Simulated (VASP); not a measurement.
Wanted: the native input for a VASP 6.6.1 run.

```yaml
Task: single point
Functional: r2SCAN
Potentials_or_basis: VASP PAW PBE potentials, release 64 (Ag)
Cutoff: 520 eV
k_mesh: 24 × 24 × 24
Occupations: fermi-dirac, width 0.08 eV
Spin: no spin polarisation
Dipole_correction: no
Further_INCAR_settings: ALGO = Normal; EDIFF = 1e-07; NBANDS = 12
```

Crystal: Ag.

```
Ag
1.0
     0.00000    2.04571    2.04571
     2.04571    0.00000    2.04571
     2.04571    2.04571    0.00000
Ag
1
Cartesian
  0.0000 0.0000 0.0000
```

The input as run:

POSCAR

```
Ag
1.0
    0.0000000000      2.0457148662      2.0457148662
    2.0457148662      0.0000000000      2.0457148662
    2.0457148662      2.0457148662      0.0000000000
Ag
1
Direct
    0.0000000000      0.0000000000      0.0000000000
```

INCAR.step1

```
SYSTEM = Ag
  PREC = Accurate
  ENCUT = 520
  ISMEAR = -1
  SIGMA = 0.08
  LREAL = .False.
  LASPH = .True.
  NELM = 80
  NBANDS = 12
  GGA = PE
  ALGO = Normal
  EDIFF = 1E-4
  LWAVE = .True.
  LCHARG = .False.
```

INCAR.step2

```
SYSTEM = Ag
  PREC = Accurate
  ENCUT = 520
  EDIFF = 1E-7
  ISMEAR = -1
  SIGMA = 0.08
  LREAL = .False.
  LASPH = .True.
  NELM = 80
  ALGO = Normal
  ISIF = 2
  LWAVE = .False.
  LCHARG = .True.
  METAGGA = R2SCAN
  LMIXTAU = .True.
  LELF = .True.
  LVHAR = .True.
  NBANDS = 12
  ISTART = 1
```

KPOINTS

```
regular mesh
0
Gamma
  24 24 24
  0 0 0
```

Potentials or basis: VASP PAW PBE potentials, release 64 (Ag).

Command:

```bash
$ cat potpaw_PBE.64/Ag/POTCAR > POTCAR
$ cp INCAR.step1 INCAR
$ mpirun -np 1 vasp_std > vasp.out
$ cp INCAR.step2 INCAR
$ mpirun -np 1 vasp_std > vasp.out
```

It gave:

| Quantity | Value |
| --- | --- |
| Pressure | 1.1 GPa |

Caveat: the PAW data sets were made with another functional, which shifts forces and pressure a little.

Wall time 97 s on 1 thread of Intel(R) Xeon(R) 6975P-C (Granite Rapids) (shared host), peak memory 0.21 GiB.
